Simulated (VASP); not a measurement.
# Ca (Pm-3m) in VASP: further runs, part 2 of 2

VASP 6.6.1.

## 3. Single point, PBEsol, collinear spin, ferromagnetic start

INCAR reads:

```
SYSTEM = Ca
ALGO = Fast
EDIFF = 1E-6
ENCUT = 520
GGA = PS
ISIF = 2
ISMEAR = 0
ISPIN = 2
LASPH = .TRUE.
LCHARG = .FALSE.
LORBIT = 11
LREAL = .FALSE.
LWAVE = .FALSE.
MAGMOM = 1
NBANDS = 15
NELM = 150
PREC = Accurate
SIGMA = 0.1
```

KPOINTS reads:

```
k-points
0
G
  10 10 10
  0 0 0
```

POSCAR reads:

```
Ca
1.0
    3.5973628716      0.0000000000      0.0000000000
    0.0000000000      3.5973628716      0.0000000000
    0.0000000000      0.0000000000      3.5973628716
Ca
1
Direct
    0.0000000000      0.0000000000      0.0000000000
```

Potentials or basis: VASP PAW PBE potentials, release 64 (Ca_sv).

Run with:

```bash
cat potpaw_PBE.64/Ca_sv/POTCAR > POTCAR
mpirun -np 1 vasp_std > vasp.out
```

OUTCAR:

```text
SYSTEM = Ca
   EDIFF = 1E-6
   ENCUT = 520
   GGA = PS
   ISIF = 2
   ISMEAR = 0
   ISPIN = 2
   LASPH = .TRUE.
   LORBIT = 11
   LREAL = .FALSE.
   NELM = 150
   PREC = Accurate

 ion  position               nearest neighbor table
   1  0.000  0.000  0.000-

  LATTYP: Found a simple cubic cell.
 ALAT       =     3.5973628716

  Lattice vectors:

 A1 = (   3.5973628716,   0.0000000000,   0.0000000000)
 A2 = (   0.0000000000,   3.5973628716,   0.0000000000)
 A3 = (   0.0000000000,   0.0000000000,   3.5973628716)

Analysis of symmetry for initial positions (statically):
=====================================================================
 Subroutine PRICEL returns:
 Original cell was already a primitive cell.

 Routine SETGRP: Setting up the symmetry group for a
 simple cubic supercell.

 Subroutine GETGRP returns: Found 48 space group operations
 (whereof 48 operations were pure point group operations)
 out of a pool of 48 trial point group operations.

The static configuration has the point symmetry O_h .

Analysis of symmetry for dynamics (positions and initial velocities):
=====================================================================
 Subroutine PRICEL returns:
 Original cell was already a primitive cell.

 Routine SETGRP: Setting up the symmetry group for a
 simple cubic supercell.

 Subroutine GETGRP returns: Found 48 space group operations
 (whereof 48 operations were pure point group operations)
 out of a pool of 48 trial point group operations.

The dynamic configuration has the point symmetry O_h .

Analysis of structural, dynamic, and magnetic symmetry:
=====================================================================
 Subroutine PRICEL returns:
 Original cell was already a primitive cell.

 Routine SETGRP: Setting up the symmetry group for a
 simple cubic supercell.

 Subroutine GETGRP returns: Found 48 space group operations
 (whereof 48 operations were pure point group operations)
 out of a pool of 48 trial point group operations.

The overall configuration has the point symmetry O_h .

 Subroutine INISYM returns: Found 48 space group operations
 (whereof 48 operations are pure point group operations),
 and found     1 'primitive' translations

----------------------------------------------------------------------------------------

                                     Primitive cell

  volume of cell :      46.5535

  direct lattice vectors                    reciprocal lattice vectors
     3.597362872  0.000000000  0.000000000     0.277981409  0.000000000  0.000000000
     0.000000000  3.597362872  0.000000000     0.000000000  0.277981409  0.000000000
     0.000000000  0.000000000  3.597362872     0.000000000  0.000000000  0.277981409

  length of vectors
     3.597362872  3.597362872  3.597362872     0.277981409  0.277981409  0.277981409

  position of ions in fractional coordinates (direct lattice)
     0.000000000  0.000000000  0.000000000

  ion indices of the primitive-cell ions
   primitive index   ion index
                 1           1

----------------------------------------------------------------------------------------

 KPOINTS: k-points
[... 70 lines left out ...]
   EDIFFG = 0.1E-04   stopping-criterion for IOM
   NSW    =      0    number of steps for IOM
   IBRION =     -1    ionic relax: 0-MD 1-quasi-New 2-CG
   NFREE  =      0    steps in history (QN), initial steepest desc. (CG)
   ISIF   =      2    stress and relaxation
   ISYM   =      2    0-nonsym 1-usesym 2-fastsym
   POTIM  = 0.5000    time-step for ionic-motion
   TEBEG  =    0.0;   TEEND  =   0.0 temperature during run
   PSTRESS=    0.0 pullay stress
   NELECT =      10.0000    total number of electrons
   NUPDOWN=      -1.0000    fix difference up-down
   EMIN   =  10.00;   EMAX   =-10.00  energy-range for DOS
   EFERMI =   0.00;   METHOD = LEGACY
   ISMEAR =     0;   SIGMA  =   0.10  broadening in eV -4-tet -1-fermi 0-gaus
   EFERMI_NEDOS =   21; number of points for ismear=-14 and -15
   IALGO  =     68    algorithm
   IMIX   =      4    mixing-type and parameters
     AMIX     =   0.40;   BMIX     =  1.00
     AMIX_MAG =   1.60;   BMIX_MAG =  1.00
  volume/ion in A,a.u.               =      46.55       314.16
  Fermi-wavevector in a.u.,A,eV,Ry     =   0.980447  1.852775 13.078946  0.961275
  Thomas-Fermi vector in A             =   2.111377
   LORBIT       =     11    0 simple, 1 ext, 2 COOP (PROOUT), +10 PAW based schemes
   GGA     = PS    functional components
   LHFCALC =     F    Hartree Fock is set to
   AEXX    =    0.0000 exact exchange contribution
   IVDW    =     0    specifies the selected vdW correction
   LEPSILON=     F    determine dielectric tensor
   LRPA    =     F    only Hartree local field effects (RPA)
 spin polarized calculation
 RMM-DIIS sequential band-by-band and
 Gauss-broadening in eV      SIGMA  =   0.10
  energy-cutoff  :      520.00
  volume of cell :       46.55
 maximum number of plane-waves:      1269
 NGX is ok and might be reduce to    28
   NGX = 13   NGY = 13   NGZ = 13

 number of electron      10.0000003 magnetization       0.0076846

 number of electron      10.0000003 magnetization      -0.0002186

 Free energy of the ion-electron system (eV)
  ---------------------------------------------------
  ext. energy  EPLUGINS =         0.00000000
  ---------------------------------------------------
  free energy    TOTEN  =        -1.72481374 eV

  energy without entropy =       -1.71950364  energy(sigma->0) =       -1.72215869

 E-fermi :   1.4555     XC(G=0):  -7.4841

 val. band max:        1.4536790183   @ k =   0.5000   0.5000   0.2000
 cond. band min:       1.4964743396   @ k =   0.5000   0.3000   0.1000
 fundamental gap:      0.0427953213
 Fermi energy:         1.4555217426

 spin component 1

 k-point     1 :       0.0000    0.0000    0.0000
  band No.  band energies     occupation
      1     -40.7362      1.00000
      2     -21.7147      1.00000
      3     -21.7147      1.00000
      4     -21.7147      1.00000
      5      -2.3073      1.00000
      6       2.2514      0.00000
      7       2.2514      0.00000
      8       5.2842      0.00000
      9       5.2842      0.00000
     10       5.2842      0.00000
     11       9.5242      0.00000
     12       9.5242      0.00000
     13       9.5242      0.00000
     14      12.7065      0.00000
[... 403 lines left out ...]
      4     -21.7193      1.00000
      5      -0.9329      1.00000
      6       2.2297      0.00000
      7       2.6388      0.00000
      8       4.3008      0.00000
      9       4.3573      0.00000
     10       5.0995      0.00000
     11       6.8901      0.00000
     12      10.1671      0.00000
     13      10.4077      0.00000
     14      12.7078      0.00000
     15      13.9879      0.00000

 [... further k-points ...]

 spin component 2

 k-point     1 :       0.0000    0.0000    0.0000
  band No.  band energies     occupation
      1     -40.7362      1.00000
      2     -21.7147      1.00000
      3     -21.7147      1.00000
      4     -21.7147      1.00000
      5      -2.3075      1.00000
      6       2.2513      0.00000
      7       2.2513      0.00000
      8       5.2842      0.00000
      9       5.2842      0.00000
     10       5.2842      0.00000
     11       9.5240      0.00000
     12       9.5240      0.00000
     13       9.5240      0.00000
     14      12.7057      0.00000
[... 403 lines left out ...]
      4     -21.7193      1.00000
      5      -0.9332      1.00000
      6       2.2295      0.00000
      7       2.6387      0.00000
      8       4.3007      0.00000
      9       4.3572      0.00000
     10       5.0995      0.00000
     11       6.8900      0.00000
     12      10.1669      0.00000
     13      10.4075      0.00000
     14      12.7076      0.00000
     15      13.9877      0.00000

 [... further k-points ...]
[... 5 lines left out ...]
  --------------------------------------------------------------------------------------
  -------------------------------------------------------------------------------------
  Total       -0.3459893     -0.3459893     -0.3459893      0.0000000      0.0000000      0.0000000
  in kB      -11.9074979    -11.9074979    -11.9074979      0.0000000      0.0000000      0.0000000
  external PRESSURE =     -11.9074979 kB  Pullay stress =       0.0000000 kB

 VOLUME and BASIS-vectors are now :
 -----------------------------------------------------------------------------
  energy-cutoff  :      520.00
  volume of cell :       46.55
      direct lattice vectors                 reciprocal lattice vectors
     3.597362872  0.000000000  0.000000000     0.277981409  0.000000000  0.000000000
     0.000000000  3.597362872  0.000000000     0.000000000  0.277981409  0.000000000
     0.000000000  0.000000000  3.597362872     0.000000000  0.000000000  0.277981409

 POSITION                                       TOTAL-FORCE (eV/Angst)
 -----------------------------------------------------------------------------------
      0.00000      0.00000      0.00000         0.000000      0.000000      0.000000
 -----------------------------------------------------------------------------------
    total drift:                               -0.000000     -0.000000     -0.000000

  FREE ENERGIE OF THE ION-ELECTRON SYSTEM (eV)
  ---------------------------------------------------
  free  energy   TOTEN  =        -1.7248137397 eV

  energy  without entropy=       -1.7195036398  energy(sigma->0) =       -1.72215869

 total charge

# of ion       s       p       d       tot
------------------------------------------
    1        2.086   5.823   0.173   8.082

 magnetization (x)

# of ion       s       p       d       tot
------------------------------------------
    1       -0.000  -0.000  -0.000  -0.000
```

OSZICAR:

```text
N       E                     dE             d eps       ncg     rms          rms(c)
DAV:   1     0.737507615215E+02    0.73751E+02   -0.44867E+03  3360   0.564E+02
DAV:   2     0.211545272071E+00   -0.73539E+02   -0.72169E+02  4074   0.174E+02
DAV:   3    -0.151468303335E+01   -0.17262E+01   -0.17071E+01  4817   0.250E+01
DAV:   4    -0.154676408270E+01   -0.32081E-01   -0.32043E-01  3945   0.281E+00
DAV:   5    -0.154728786805E+01   -0.52379E-03   -0.52378E-03  4665   0.295E-01    0.496E+00
RMM:   6    -0.170304967702E+01   -0.15576E+00   -0.64444E-02  3511   0.171E+00    0.194E+00
RMM:   7    -0.172438519172E+01   -0.21336E-01   -0.27717E-02  3445   0.123E+00    0.988E-01
RMM:   8    -0.172300772373E+01    0.13775E-02   -0.15182E-02  3803   0.111E+00    0.240E-01
RMM:   9    -0.172453577736E+01   -0.15281E-02   -0.47598E-03  4155   0.509E-01    0.864E-02
RMM:  10    -0.172473815662E+01   -0.20238E-03   -0.12920E-03  4471   0.190E-01    0.477E-02
RMM:  11    -0.172479266773E+01   -0.54511E-04   -0.34205E-04  4464   0.837E-02    0.292E-02
RMM:  12    -0.172480923662E+01   -0.16569E-04   -0.10077E-04  4602   0.466E-02    0.986E-03
RMM:  13    -0.172481184801E+01   -0.26114E-05   -0.22836E-05  4201   0.193E-02    0.559E-03
RMM:  14    -0.172481307911E+01   -0.12311E-05   -0.69902E-06  3880   0.867E-03    0.335E-03
RMM:  15    -0.172481373970E+01   -0.66058E-06   -0.14216E-06  3096   0.535E-03
   1 F= -.17248137E+01 E0= -.17221587E+01  d E =-.531010E-02  mag=     0.0001
```

stdout:

```text
POSCAR found type information on POSCAR Ca
 POSCAR found :  1 types and       1 ions
 scaLAPACK will be used
 -----------------------------------------------------------------------------
|                                                                             |
|                                                                             |
|     You enforced a specific xc type in the INCAR file but a different       |
|     I HOPE YOU KNOW WHAT YOU ARE DOING!                                     |
|                                                                             |
 -----------------------------------------------------------------------------

 LDA part: xc-table for (Slater+PW92), standard interpolation
 POSCAR, INCAR and KPOINTS ok, starting setup
 FFT: planning ... GRIDC
 FFT: planning ... GRID_SOFT
 FFT: planning ... GRID
 WAVECAR not read
 entering main loop
```

Run time: 40 s. Hardware: 1 thread of Intel Xeon Platinum 8488C (Sapphire Rapids), shared host; peak memory 0.19 GiB.

What came out:

```
Free energy                                           : -1.7248 eV
Pressure                                              : -1.2 GPa
Band gap on the k mesh                                : zero (filled and empty bands overlap)
Net moment                                            : 0.00 μB per cell
Valence electrons inside the program's atomic spheres : Ca 8.08
```

Levels at points of the mesh, in eV from the Fermi level:
Spin up:
| k point | band 1 | band 2 | band 3 | band 4 | band 5 | band 6 | band 7 | band 8 | band 9 | band 10 |
| --- | --- | --- | --- | --- | --- | --- | --- | --- | --- | --- |
| (0.00, 0.00, 0.00) | -42.19 | -23.17 | -23.17 | -23.17 | -3.76 | 0.80 | 0.80 | 3.83 | 3.83 | 3.83 |
| (0.50, 0.00, 0.00) | -42.18 | -23.34 | -23.16 | -23.16 | -1.26 | -0.54 | 1.26 | 2.71 | 2.71 | 3.93 |
| (0.50, 0.50, 0.00) | -42.16 | -23.32 | -23.32 | -23.14 | -0.28 | 0.78 | 2.10 | 2.10 | 2.97 | 2.97 |
| (0.50, 0.50, 0.50) | -42.15 | -23.30 | -23.30 | -23.30 | 0.70 | 0.70 | 0.70 | 4.52 | 4.52 | 4.97 |
Spin down:
```tsv
k point	band 3	band 4	band 5	band 6	band 7	band 8
(0.00, 0.00, 0.00)	-23.17	-23.17	-3.76	0.80	0.80	3.83
(0.50, 0.00, 0.00)	-23.16	-23.16	-1.26	-0.54	1.26	2.71
(0.50, 0.50, 0.00)	-23.32	-23.14	-0.28	0.77	2.10	2.10
(0.50, 0.50, 0.50)	-23.30	-23.30	0.70	0.70	0.70	4.52
```

Caveat: the PAW data sets were made with another functional, which shifts forces and pressure a little.
